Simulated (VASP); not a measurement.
# Ir2Ru5 (P1) in VASP: a series of runs

The runs below take Ir2Ru5 through relaxation of cell and atoms, single point, with PBEsol.

Program: VASP 6.6.1. These are calculated values, not measurements. Logs are shortened: lines on timing, memory, paths and dates and some standing lists are left out, and cuts for length are marked.

## 1. The cell of the first run

The typed cell holds 21 atoms: a = 6.885 Å, b = 6.885 Å, c = 6.885 Å, α = 85.59°, β = 85.59°, γ = 85.59°.

## 2. Relaxation of cell and atoms, PBEsol

Input file INCAR:

```
SYSTEM = Ir2Ru5
  PREC = Accurate
  ENCUT = 600
  EDIFF = 1E-6
  ISMEAR = 0
  SIGMA = 0.1
  LREAL = Auto
  LASPH = .TRUE.
  NELM = 80
  ALGO = Fast
  ISIF = 3
  LWAVE = .FALSE.
  LCHARG = .FALSE.
  GGA = PS
  IBRION = 2
  NSW = 70
  EDIFFG = -0.04
  ISYM = 0
```

Input file KPOINTS:

```
Automatic mesh
0
Gamma
  2 2 2
  0.5 0.5 0.5
```

Input file POSCAR:

```
Ir2Ru5
1.0
    2.7005873324     -4.6775544700     -4.2697280549
   -5.4011746648      0.0000000000     -4.2697280549
    2.7005873324      4.6775544700     -4.2697280549
Ru Ir
15 6
Direct
    0.4131101013      0.5834080336      0.7491132556
    0.0822220864      0.2503128082      0.4168921109
    0.7521248258      0.9131104720      0.0828791842
    0.2493343412      0.4083293707      0.0804689164
    0.9126966339      0.0802148350      0.7518888966
    0.5828007412      0.7499685145      0.4194552157
    0.0845073116      0.7544581464      0.9146109218
    0.4177762413      0.0798084809      0.2520532934
    0.2500126453      0.0770553291      0.9136362554
    0.5812093145      0.4153765444      0.2477350686
    0.4153127605      0.2524427506      0.5821837711
    0.0832175938      0.9191375201      0.2461976792
    0.5842348155      0.9154360416      0.7492907115
    0.2503707479      0.5809694107      0.4209383498
    0.9212759011      0.2510240050      0.0789349428
    0.0805832642      0.4113463633      0.7495733445
    0.7475448291      0.0846848316      0.4163790504
    0.4191531716      0.7444538413      0.0835317363
    0.5834163355      0.2527197637      0.9144649245
    0.2542531588      0.9169749009      0.5806758618
    0.9192635300      0.5837166622      0.2515550890
```

Potentials or basis: VASP PAW PBE potentials, release 64 (Ru_pv, Ir).

Run with:

```bash
cat potpaw_PBE.64/Ru_pv/POTCAR potpaw_PBE.64/Ir/POTCAR > POTCAR
mpirun -np 1 vasp_std > vasp.out
```

OUTCAR:

```text
SYSTEM = Ir2Ru5
   PREC = Accurate
   ENCUT = 600
   EDIFF = 1E-6
   ISMEAR = 0
   LREAL = Auto
   LASPH = .TRUE.
   NELM = 80
   ISIF = 3
   GGA = PS
   IBRION = 2
   NSW = 70
   EDIFFG = -0.04
   ISYM = 0

 ion  position               nearest neighbor table
   1  0.413  0.583  0.749-  14 2.60  11 2.63  18 2.64  13 2.65  16 2.66   7 2.68  20 2.69   6 2.69
                            19 2.69   4 2.71
   2  0.082  0.250  0.417-  16 2.62  14 2.64  11 2.64  12 2.64  17 2.65  15 2.65  21 2.69   4 2.70
                            20 2.71   8 2.72   5 2.73
   3  0.752  0.913  0.083-  12 2.62  18 2.65  13 2.65  17 2.66   5 2.67  15 2.68   7 2.68  21 2.69
                             8 2.71   6 2.72  19 2.74
   4  0.249  0.408  0.080-  15 2.58   9 2.63  16 2.63  10 2.64  19 2.67  18 2.67   8 2.69   2 2.70
                             1 2.71  14 2.71  21 2.72   7 2.76
   5  0.913  0.080  0.752-  13 2.61  15 2.63  16 2.63  17 2.65   9 2.65   7 2.66   3 2.67  19 2.68
                             2 2.73  20 2.75
   6  0.583  0.750  0.419-  13 2.62  17 2.64  14 2.65  18 2.65  20 2.66  10 2.67   8 2.68   1 2.69
                             3 2.72  21 2.72
   7  0.085  0.754  0.915-   9 2.57  12 2.63  18 2.65   5 2.66   3 2.68   1 2.68  20 2.70  16 2.70
                            21 2.73   4 2.76
   8  0.418  0.080  0.252-  17 2.62  12 2.64  11 2.64  10 2.64  20 2.66  18 2.66   6 2.68   9 2.68
                             4 2.69   3 2.71   2 2.72  19 2.74
   9  0.250  0.077  0.914-   7 2.57  20 2.62   4 2.63   5 2.65  12 2.67  19 2.68   8 2.68  13 2.69
[... 11 lines left out ...]
  15  0.921  0.251  0.079-   4 2.58   5 2.63  16 2.64   2 2.65  21 2.66  19 2.66   3 2.68  12 2.68
                             9 2.69  10 2.74  17 2.74
  16  0.081  0.411  0.750-   2 2.62   5 2.63   4 2.63  15 2.64   1 2.66  11 2.69  14 2.69   7 2.70
                             9 2.71
  17  0.748  0.085  0.416-   8 2.62   6 2.64   2 2.65   5 2.65   3 2.66  10 2.69  11 2.70  13 2.70
                            12 2.72  15 2.74
  18  0.419  0.744  0.084-   1 2.64   3 2.65   6 2.65   7 2.65  10 2.66   8 2.66   4 2.67   9 2.71
                            13 2.71  14 2.72  12 2.73
  19  0.583  0.253  0.914-  10 2.63  11 2.64  13 2.66  15 2.66   4 2.67   9 2.68   5 2.68   1 2.69
                             8 2.74   3 2.74
  20  0.254  0.917  0.581-   9 2.62  13 2.63  11 2.64  14 2.64   8 2.66   6 2.66  12 2.66   1 2.69
                             7 2.70   2 2.71   5 2.75
  21  0.919  0.584  0.252-  14 2.64  12 2.64  15 2.66  10 2.68   3 2.69   2 2.69   4 2.72   6 2.72
                             7 2.73

IMPORTANT INFORMATION: All symmetrisations will be switched off!
NOSYMM: (Re-)initialisation of all symmetry stuff for point group C_1.

----------------------------------------------------------------------------------------

                                     Primitive cell

  volume of cell :     323.6149

  direct lattice vectors                    reciprocal lattice vectors
     2.700587332 -4.677554470 -4.269728055     0.061714970 -0.106893464 -0.078068984
    -5.401174665  0.000000000 -4.269728055    -0.123429940  0.000000000 -0.078068984
     2.700587332  4.677554470 -4.269728055     0.061714970  0.106893464 -0.078068984

  length of vectors
     6.885002936  6.885002936  6.885002936     0.146046967  0.146046967  0.146046967

  position of ions in fractional coordinates (direct lattice)
     0.413110101  0.583408034  0.749113256
     0.082222086  0.250312808  0.416892111
     0.752124826  0.913110472  0.082879184
     0.249334341  0.408329371  0.080468916
     0.912696634  0.080214835  0.751888897
     0.582800741  0.749968514  0.419455216
[... 13 lines left out ...]
     0.254253159  0.916974901  0.580675862
     0.919263530  0.583716662  0.251555089

  ion indices of the primitive-cell ions
   primitive index   ion index
                 1           1
                 2           2
                 3           3
                 4           4
                 5           5
                 6           6
[... 13 lines left out ...]
                20          20
                21          21

----------------------------------------------------------------------------------------

 KPOINTS: Automatic mesh

Automatic generation of k-mesh.
 Grid dimensions read from file:
 generate k-points for:    2    2    2

 Generating k-lattice:

  Cartesian coordinates                     Fractional coordinates (reciprocal lattice)
     0.030857485 -0.053446732 -0.039034492     0.500000000  0.000000000  0.000000000
    -0.061714970  0.000000000 -0.039034492     0.000000000  0.500000000  0.000000000
     0.030857485  0.053446732 -0.039034492     0.000000000  0.000000000  0.500000000

  Length of vectors
     0.073023483  0.073023483  0.073023483

  Shift w.r.t. Gamma in fractional coordinates (k-lattice)
     0.500000000  0.500000000  0.500000000

 Subroutine IBZKPT returns following result:
 ===========================================

 Found      4 irreducible k-points:

 Following reciprocal coordinates:
            Coordinates               Weight
  0.250000  0.250000  0.250000      2.000000
 -0.250000  0.250000  0.250000      2.000000
  0.250000 -0.250000  0.250000      2.000000
  0.250000  0.250000 -0.250000      2.000000
   k-points           NKPTS =      4   k-points in BZ     NKDIM =      4   number of bands    NBANDS=    158
   number of dos      NEDOS =    301   number of ions     NIONS =     21
   total plane-waves  NPLWV = 175616
   dimension x,y,z NGX =    56 NGY =   56 NGZ =   56
   dimension x,y,z NGXF=   112 NGYF=  112 NGZF=  112
   ions per type =              15   6
   NGX,Y,Z   is equivalent  to a cutoff of  13.52, 13.52, 13.52 a.u.
   NGXF,Y,Z  is equivalent  to a cutoff of  27.04, 27.04, 27.04 a.u.
 SYSTEM =  Ir2Ru5
   PREC   = accura    normal or accurate (medium, high low for compatibility)
   ISTART =      0    job   : 0-new  1-cont  2-samecut
   ICHARG =      2    charge: 1-file 2-atom 10-const
   ISPIN  =      1    spin polarized calculation?
   LNONCOLLINEAR =      F non collinear calculations
   LSORBIT =      F    spin-orbit coupling
   LASPH  =      T    aspherical Exc in radial PAW
   ENCUT  =  600.0 eV  44.10 Ry    6.64 a.u.  13.75 13.75 13.75*2*pi/ulx,y,z
   NELM   =     80;   NELMIN=  2; NELMDL= -5     # of ELM steps
   EDIFF  = 0.1E-05   stopping-criterion for ELM
   LREAL  =      T    real-space projection
   EDIFFG = -.4E-01   stopping-criterion for IOM
   NSW    =     70    number of steps for IOM
   IBRION =      2    ionic relax: 0-MD 1-quasi-New 2-CG
   NFREE  =      1    steps in history (QN), initial steepest desc. (CG)
   ISIF   =      3    stress and relaxation
   ISYM   =      0    0-nonsym 1-usesym 2-fastsym
   POTIM  = 0.5000    time-step for ionic-motion
   TEBEG  =    0.0;   TEEND  =   0.0 temperature during run
   PSTRESS=    0.0 pullay stress
   NELECT =     264.0000    total number of electrons
   NUPDOWN=      -1.0000    fix difference up-down
   EMIN   =  10.00;   EMAX   =-10.00  energy-range for DOS
   EFERMI =   0.00;   METHOD = LEGACY
   ISMEAR =     0;   SIGMA  =   0.10  broadening in eV -4-tet -1-fermi 0-gaus
   EFERMI_NEDOS =   21; number of points for ismear=-14 and -15
   IALGO  =     68    algorithm
   IMIX   =      4    mixing-type and parameters
     AMIX     =   0.40;   BMIX     =  1.00
     AMIX_MAG =   1.60;   BMIX_MAG =  1.00
  volume/ion in A,a.u.               =      15.41       103.99
  Fermi-wavevector in a.u.,A,eV,Ry     =   1.529678  2.890672 31.836464  2.339914
  Thomas-Fermi vector in A             =   2.637266
   LORBIT       =      0    0 simple, 1 ext, 2 COOP (PROOUT), +10 PAW based schemes
   GGA     = PS    functional components
   LHFCALC =     F    Hartree Fock is set to
   AEXX    =    0.0000 exact exchange contribution
   IVDW    =     0    specifies the selected vdW correction
   LEPSILON=     F    determine dielectric tensor
   LRPA    =     F    only Hartree local field effects (RPA)
 conjugate gradient relaxation of ions
 non-spin polarized calculation
 RMM-DIIS sequential band-by-band and
 Gauss-broadening in eV      SIGMA  =   0.10
  energy-cutoff  :      600.00
  volume of cell :      323.61
 maximum number of plane-waves:     10769
 NGX is ok and might be reduce to    54
   NGX = 27   NGY = 27   NGZ = 27

--------------------------------------- Ionic step        1  -------------------------------------------

 number of electron     264.0000005 magnetization

 Free energy of the ion-electron system (eV)
  ---------------------------------------------------
  ext. energy  EPLUGINS =         0.00000000
  ---------------------------------------------------
  free energy    TOTEN  =      -205.25347452 eV

  energy without entropy =     -205.14110313  energy(sigma->0) =     -205.19728882

------------------------ aborting loop because EDIFF is reached ----------------------------------------

  FORCE on cell =-STRESS in cart. coord.  units (eV):
  Direction    XX          YY          ZZ          XY          YZ          ZX
  --------------------------------------------------------------------------------------
  -------------------------------------------------------------------------------------
  Total      -21.1199123    -20.1823927    -19.0814915      0.4138438     -0.1953942      0.5015297
  in kB     -104.5620642    -99.9205207    -94.4700955      2.0488894     -0.9673726      2.4830112
  external PRESSURE =     -99.6508935 kB  Pullay stress =       0.0000000 kB
[... 146 lines left out ...]
  FREE ENERGIE OF THE ION-ELECTRON SYSTEM (eV)
  ---------------------------------------------------
  free  energy   TOTEN  =      -205.6972947812 eV

  energy  without entropy=     -205.5916101501  energy(sigma->0) =     -205.64445247

[... ionic steps 4 to 14 ...]

--------------------------------------- Ionic step       15  -------------------------------------------

 number of electron     264.0000012 magnetization

------------------------ aborting loop because EDIFF is reached ----------------------------------------
[... 105 lines left out ...]
--------------------------------------- Ionic step       17  -------------------------------------------

 number of electron     264.0000012 magnetization

 Free energy of the ion-electron system (eV)
  ---------------------------------------------------
  ext. energy  EPLUGINS =         0.00000000
  ---------------------------------------------------
  free energy    TOTEN  =      -205.94742091 eV

  energy without entropy =     -205.84172912  energy(sigma->0) =     -205.89457501

 E-fermi :  10.6603     XC(G=0): -13.5988

 val. band max:       10.6524452454   @ k =   0.2500   0.2500   0.2500
 cond. band min:      10.6857571325   @ k =  -0.2500   0.2500   0.2500
 fundamental gap:      0.0333118871
 Fermi energy:        10.6603182019

 k-point     1 :       0.2500    0.2500    0.2500
  band No.  band energies     occupation
      1     -32.8691      2.00000
      2     -32.8321      2.00000
      3     -32.7915      2.00000
      4     -32.7468      2.00000
      5     -32.7290      2.00000
      6     -32.7025      2.00000
[... 577 lines left out ...]
    143      11.5775      0.00000
    144      11.7271      0.00000
 [bands above 144 left out]

------------------------ aborting loop because EDIFF is reached ----------------------------------------

  FORCE on cell =-STRESS in cart. coord.  units (eV):
  Direction    XX          YY          ZZ          XY          YZ          ZX
  --------------------------------------------------------------------------------------
  -------------------------------------------------------------------------------------
  Total        0.0899872      0.0990973      0.2424534      0.0039007     -0.0250384      0.0048799
  in kB        0.4639753      0.5109473      1.2500940      0.0201119     -0.1290985      0.0251609
  external PRESSURE =       0.7416722 kB  Pullay stress =       0.0000000 kB
[... 36 lines left out ...]
  FREE ENERGIE OF THE ION-ELECTRON SYSTEM (eV)
  ---------------------------------------------------
  free  energy   TOTEN  =      -205.9474209051 eV

  energy  without entropy=     -205.8417291236  energy(sigma->0) =     -205.89457501

 reached required accuracy - stopping structural energy minimisation
```

It took 44 min on 1 thread of Intel Xeon 6975P-C (Granite Rapids), shared host; peak memory 0.57 GiB.

What came out:

```
Free energy                           : -205.9474 eV
Relaxed volume                        : 14.80 Å³/atom
Relaxed cell                          : a = 6.763 Å, b = 6.807 Å, c = 6.806 Å, α = 85.44°, β = 85.89°, γ = 85.57°
Space group after relaxing (to 0.1 Å) : P1 (No. 1)
Energy gained by relaxing             : 33.0 meV/atom
Ionic steps                           : 17
Pressure after relaxing               : 0.1 GPa
Largest force after relaxing          : 0.025 eV/Å
Band gap on the k mesh                : zero (bands 132 and 133 overlap by 0.28 eV)
```

Forces on the atoms (eV/Å):
```
Ru   0.001 -0.012 -0.019
Ru  -0.008  0.010 -0.010
Ru  -0.001  0.008  0.002
Ru   0.013  0.008 -0.002
Ru   0.000 -0.006 -0.008
Ru  -0.010  0.006 -0.007
Ru  -0.001 -0.008  0.018
Ru   0.009  0.001 -0.002
Ru  -0.002  0.017  0.002
Ru   0.020 -0.006 -0.006
Ru   0.002  0.000 -0.009
Ru  -0.001 -0.015  0.012
Ru  -0.019  0.003  0.010
Ru  -0.004  0.014  0.003
Ru   0.002 -0.004  0.010
Ir   0.015 -0.003 -0.005
Ir   0.002  0.012  0.002
Ir   0.006 -0.015  0.004
Ir  -0.008  0.015 -0.014
Ir   0.002 -0.014  0.006
Ir  -0.017 -0.011  0.014
```

Step by step:
| step | energy change (eV) | largest force (eV/Å) | pressure (GPa) | volume (Å³) |
| --- | --- | --- | --- | --- |
| 1 | 0.0000 | 1.2315 | -9.97 | 323.61 |
| 2 | 3.1515 | 2.4053 | 42.72 | 280.77 |
| 3 | -0.4438 | 1.2549 | 0.74 | 311.63 |
| 4 | -0.4447 | 1.2508 | 1.19 | 311.16 |
| 5 | -0.6390 | 0.3027 | 0.60 | 310.57 |
| 6 | -0.6390 | 0.3021 | 0.59 | 310.56 |
| 7 | -0.6669 | 0.1806 | -1.69 | 312.57 |
| 8 | -0.6679 | 0.1896 | -1.34 | 312.26 |
| 9 | -0.6804 | 0.1966 | 0.85 | 309.97 |
| 10 | -0.6822 | 0.1622 | 0.25 | 310.56 |
| 11 | -0.6895 | 0.1066 | 0.17 | 310.58 |
| 12 | -0.6905 | 0.0862 | 0.14 | 310.59 |
| 13 | -0.6924 | 0.0721 | -0.22 | 310.95 |
| 14 | -0.6925 | 0.0716 | -0.32 | 311.08 |
| 15 | -0.6935 | 0.0435 | 0.12 | 310.67 |
| 16 | -0.6935 | 0.0453 | 0.10 | 310.69 |
| 17 | -0.6939 | 0.0246 | 0.07 | 310.74 |

Final structure:
```yaml
crystal:
  lattice:
    - [2.64364, -4.60651, -4.18719]
    - [-5.33667, 0.00680, -4.22567]
    - [2.65405, 4.63813, -4.21510]
  atoms:
    - { symbol: Ru, position: [0.42089, 0.57815, 0.74741] }
    - { symbol: Ru, position: [0.08407, 0.24900, 0.41369] }
    - { symbol: Ru, position: [0.75167, 0.90663, 0.07870] }
    - { symbol: Ru, position: [0.25108, 0.41456, 0.08524] }
    - { symbol: Ru, position: [0.91521, 0.07945, 0.74879] }
    - { symbol: Ru, position: [0.58722, 0.74489, 0.42020] }
    - { symbol: Ru, position: [0.07838, 0.75066, 0.91326] }
    - { symbol: Ru, position: [0.41922, 0.08543, 0.25038] }
    - { symbol: Ru, position: [0.24840, 0.08195, 0.91416] }
    - { symbol: Ru, position: [0.58524, 0.41661, 0.25981] }
    - { symbol: Ru, position: [0.42334, 0.24872, 0.58163] }
    - { symbol: Ru, position: [0.08189, 0.91633, 0.24387] }
    - { symbol: Ru, position: [0.58299, 0.91575, 0.74808] }
    - { symbol: Ru, position: [0.24800, 0.58279, 0.41971] }
    - { symbol: Ru, position: [0.91805, 0.25125, 0.08159] }
    - { symbol: Ir, position: [0.08004, 0.41536, 0.74767] }
    - { symbol: Ir, position: [0.75270, 0.08241, 0.41734] }
    - { symbol: Ir, position: [0.41746, 0.74795, 0.08292] }
    - { symbol: Ir, position: [0.58604, 0.25834, 0.91587] }
    - { symbol: Ir, position: [0.23948, 0.91532, 0.58225] }
    - { symbol: Ir, position: [0.91304, 0.58339, 0.24990] }
```

Caveat: the k points lie up to 0.47 Å⁻¹ apart in the final cell; the PAW data sets were made with another functional, which shifts forces and pressure a little; spin-orbit coupling is left out, which moves the levels of the heavy elements.

[end of part 1 of 2]
